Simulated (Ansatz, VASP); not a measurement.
## Two plane-wave programs on CaO

```
Ca O
1.0
     0.00063    4.83026    4.83391
     4.82911    0.00032    4.83422
     2.41412    2.41485    0.00059
Ca O
4 4
Cartesian
  2.3941 2.4776 2.3344
  4.8092 2.4787 4.7518
  2.3969 4.8936 4.7511
  4.8077 4.8918 7.1704
  -0.0195 0.0667 -0.0851
  2.3917 0.0658 2.3348
  -0.0208 2.4799 2.3342
  2.3938 2.4811 4.7511
```

Change from the starting cell: atoms moved at random (sigma 0.15 Å), then relaxed.

Alike in both runs: functional PBE; k mesh 6 × 6 × 6; occupations gaussian, width 0.05 eV; no spin polarisation.

Ansatz relaxed the structure, and its values are those at the end. VASP's run is a single point on that final structure, the one shown.

|  | VASP | Ansatz |
| --- | --- | --- |
| version | VASP 6.6.1 | Ansatz 0.2.0 |
| potentials or method | VASP PAW PBE potentials, release 64 (Ca_sv, O), cutoff 520 eV | scalar-relativistic, plane waves, PAW |
| valence electrons in the cell | 64 | 64 |

|  | VASP | Ansatz | Ansatz less VASP |
| --- | --- | --- | --- |
| gap on the k mesh at the Fermi level (eV) | 3.64 | 3.66 | +0.018 |
| least direct gap on the mesh (eV) | 3.64 | 3.66 | +0.018 |
| pressure (GPa) | 0.6 | 0.0 | -0.56 |
| rms of the force components (eV/Å) | 0.008 | 0.008 | -0.0003 |

The functional is the same, so the differences come from potentials, cutoffs and numerics.
